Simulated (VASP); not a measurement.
A run of VASP 6.6.1 is set up as follows.

The input INCAR:

```
ALGO     = Normal         # electronic algorithm
EDIFF    = 1E-8           # SCF threshold, eV
ENCUT    = 520            # plane-wave cutoff, eV
GGA      = CA             # functional
ISIF     = 2              # what is computed and relaxed
ISMEAR   = -1             # smearing method
LASPH    = True           # aspherical terms in the spheres
LCHARG   = False          # write CHGCAR
LEFG     = True         
LREAL    = False          # projectors in reciprocal space
LWAVE    = False          # write WAVECAR
NBANDS   = 14             # bands
NELM     = 60             # most SCF steps
PREC     = Accurate       # precision mode
SIGMA    = 0.05           # smearing width, eV
```

File KPOINTS:

```
k-points
0
Gamma
  9 9 9
```

File POSCAR:

```
MgTl
1.0
    3.6350000000      0.0000000000      0.0000000000
    0.0000000000      3.6350000000      0.0000000000
    0.0000000000      0.0000000000      3.6713500000
Mg Tl
1 1
Direct
    0.0000000000      0.0000000000      0.0000000000
    0.5000000000      0.5000000000      0.5000000000
```

Potentials or basis: VASP PAW LDA potentials, release 64 (Mg, Tl_d).

The run is started by

```sh
$ cat potpaw_LDA.64/Mg/POTCAR potpaw_LDA.64/Tl_d/POTCAR > POTCAR
$ mpirun -np 1 vasp_std > vasp.out
```

(1) What does it give for the pressure?

Answers

(1) -3.0 GPa.

Caveat: the cell differs from its parent crystal (zz strain of +1 %); without QUAD_EFG the Cq values of the log hold for a quadrupole moment of 1 mb, not for the nuclei.
